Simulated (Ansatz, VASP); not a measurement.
Si4O7 in VASP and in Ansatz

The input INCAR:

```
  ALGO = Normal
  EDIFF = 1E-6
  ENCUT = 520
  GGA = PE
  ISIF = 2
  ISMEAR = 0
  LASPH = T
  LCHARG = F
  LREAL = F
  LWAVE = F
  NBANDS = 40
  NELM = 80
  PREC = Accurate
  SIGMA = 0.05
```

KPOINTS

```
k-points
0
Gamma
  4 4 4
```

The input POSCAR:

```
Si4O7
1.0
    5.0799801732      0.0000000000      0.0000000000
    0.0000000000      5.0799801732      0.0000000000
    0.0000000000      0.0000000000      7.0914769300
Si O
4 7
Direct
    0.2944292339      0.2944292339      0.0000000000
    0.2055707661      0.7944292339      0.2500000000
    0.7055707661      0.7055707661      0.5000000000
    0.7944292339      0.2055707661      0.7500000000
    0.4053663613      0.7409644515      0.4248320116
    0.7590355485      0.9053663613      0.6748320116
    0.5946336387      0.2590355485      0.9248320116
    0.7409644515      0.4053663613      0.5751679884
    1.0003077532      1.0281834912      0.2826376305
    0.2590355485      0.5946336387      0.0751679884
    0.0946336387      0.2409644515      0.8251679884
```

Input for Ansatz:

```yaml
crystal:
  lattice:
    - [5.0799801732, 0.0, 0.0]
    - [0.0, 5.0799801732, 0.0]
    - [0.0, 0.0, 7.09147693]
  atoms:
    - { symbol: Si, position: [0.2944292339, 0.2944292339, 0.0] }
    - { symbol: Si, position: [0.2055707661, 0.7944292339, 0.25] }
    - { symbol: Si, position: [0.7055707661, 0.7055707661, 0.5] }
    - { symbol: Si, position: [0.7944292339, 0.2055707661, 0.75] }
    - { symbol: O, position: [0.4053663613, 0.7409644515, 0.4248320116] }
    - { symbol: O, position: [0.7590355485, 0.9053663613, 0.6748320116] }
    - { symbol: O, position: [0.5946336387, 0.2590355485, 0.9248320116] }
    - { symbol: O, position: [0.7409644515, 0.4053663613, 0.5751679884] }
    - { symbol: O, position: [1.0003077532, 1.0281834912, 0.2826376305] }
    - { symbol: O, position: [0.2590355485, 0.5946336387, 0.0751679884] }
    - { symbol: O, position: [0.0946336387, 0.2409644515, 0.8251679884] }
basis:
  ecutwfc: 420
kpoints:
  mp_grid: { grid: [4, 4, 4] }
hamiltonian:
  xc: pbe
  pseudopotentials: { kind: paw, azcp: { folder: soft_1 } }
scf:
  occupations: { method: gaussian, width: 0.05 }
output:
  forces: true
  stress: true
  eigenvalues: true
  write_density: true
  write_potential: true
  elf: true
  volumetric_format: npy
```

Change from the starting cell: O vacancy; atom 9 moved 0.500 of the way to it and +0.675 Å across, host rigid.

Alike in both runs: task single point; functional PBE; k mesh 4 × 4 × 4; occupations gaussian, width 0.05 eV; no spin polarisation.

|  | VASP | Ansatz |
| --- | --- | --- |
| version | VASP 6.6.1 | Ansatz 0.2.0 |
| potentials or method | VASP PAW PBE potentials, release 64 (Si, O), cutoff 520 eV | scalar-relativistic, plane waves, PAW |
| valence electrons in the cell | 58 | 58 |

|  | VASP | Ansatz | Ansatz less VASP |
| --- | --- | --- | --- |
| gap on the k mesh at the Fermi level (eV) | 0.21 | 0.20 | -0.003 |
| least direct gap on the mesh (eV) | 0.95 | 0.95 | -0.004 |
| pressure (GPa) | -0.7 | -0.8 | -0.10 |
| traceless stress, the component that is largest in VASP (GPa) | 2.22 | 2.16 | -0.059 |
| rms of the force components (eV/Å) | 0.677 | 0.687 | +0.0102 |

Atom by atom the forces differ by 0.035 eV/Å (rms over components). The functional is the same, so the differences come from potentials, cutoffs and numerics.
